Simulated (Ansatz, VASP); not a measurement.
# One calculation of FeS2, two programs

Contents of POSCAR:

```
FeS2
1.0
    4.3709934420      0.0000000000      0.0000000000
    0.0000000000      5.3276520558      0.0000000000
    0.0000000000      0.0000000000      3.4002265487
Fe S
2 4
Direct
    0.5000000000      0.5000000000      0.5000000000
    0.0000000000      0.0000000000      0.0000000000
    0.2978941071      0.8778557810      0.5000000000
    0.7021058929      0.1221442190      0.5000000000
    0.2021058929      0.3778557810      0.0000000000
    0.7978941071      0.6221442190      0.0000000000
```

INCAR.step1

```
SYSTEM = FeS2
ALGO = Normal ; EDIFF = 1E-5
ENCUT = 520 ; GGA = PE
GGA_COMPAT = .False. ; ISIF = 2
ISMEAR = 0 ; KPAR = 4
LASPH = .True. ; LCHARG = .False.
LREAL = .False. ; LWAVE = .True.
NBANDS = 29 ; NELM = 120
PREC = Accurate ; SIGMA = 0.01
```

File INCAR.step2:

```
SYSTEM = FeS2
ALGO = Normal ; EDIFF = 1E-6
ENCUT = 520 ; GGA = PE
GGA_COMPAT = .False. ; HFSCREEN = 0.2079
ISIF = 2 ; ISMEAR = 0
ISTART = 1 ; KPAR = 4
LASPH = .True. ; LCHARG = .False.
LHFCALC = .True. ; LREAL = .False.
LWAVE = .False. ; NBANDS = 29
NELM = 120 ; PREC = Accurate
PRECFOCK = Normal ; SIGMA = 0.01
```

File KPOINTS:

```
k-points
0
Gamma
  4 4 4
  0 0 0
```

Input for Ansatz:

```yaml
crystal:
  lattice:
    - [4.370993442, 0.0, 0.0]
    - [0.0, 5.3276520558, 0.0]
    - [0.0, 0.0, 3.4002265487]
  atoms:
    - { symbol: Fe, position: [0.5, 0.5, 0.5] }
    - { symbol: Fe, position: [0.0, 0.0, 0.0] }
    - { symbol: S, position: [0.2978941071, 0.877855781, 0.5] }
    - { symbol: S, position: [0.7021058929, 0.122144219, 0.5] }
    - { symbol: S, position: [0.2021058929, 0.377855781, 0.0] }
    - { symbol: S, position: [0.7978941071, 0.622144219, 0.0] }
kpoints:
  mp_grid: { grid: [4, 4, 4] }
  band_path:
    path:
      - [0.0, 0.0, 0.0]
      - [0.5, 0.0, 0.0]
      - [0.5, 0.5, 0.0]
      - [0.0, 0.5, 0.0]
      - [0.0, 0.0, 0.5]
      - [0.5, 0.0, 0.5]
      - [0.5, 0.5, 0.5]
      - [0.0, 0.5, 0.5]
      - [0.0, 0.5, 0.35]
      - [0.414062, 0.0, 0.0]
    npoints: 1
hamiltonian:
  xc: hse06
scf:
  occupations: { method: fixed }
  n_extra_bands: 5
output:
  forces: true
  stress: true
  eigenvalues: true
  write_density: true
  write_potential: true
  elf: true
  volumetric_format: npy
```

Change from the starting cell: epitaxial_xy strain -1.4%.

Alike in both runs: task single point; functional HSE06; k mesh 4 × 4 × 4; no spin polarisation.

|  | VASP | Ansatz |
| --- | --- | --- |
| version | VASP 6.6.1 | Ansatz 0.2.0 |
| potentials or method | VASP PAW PBE potentials, release 64 (Fe, S) | plane waves, PAW |
| plane-wave cutoff (eV) | 520 | 420 |
| occupations | gaussian, width 0.01 eV | fixed |
| valence electrons in the cell | 40 | 56 |

```csv
,VASP,Ansatz,Ansatz less VASP
gap on the k mesh at the Fermi level (eV),2.47,2.45,-0.019
pressure (GPa),3.0,2.9,-0.07
"traceless stress, the component that is largest in VASP (GPa)",2.63,2.63,+0.005
rms of the force components (eV/Å),0.443,0.379,-0.0633
```

Atom by atom the forces differ by 0.063 eV/Å (rms over components). VASP's potentials hold 40 valence electrons a cell and Ansatz's 56, so a difference there can come from the potentials and not from the codes. Ansatz's warnings: stress exchange threshold loose, stress scf threshold loose.

The k mesh is coarse, so the values compare programs but aren't converged.
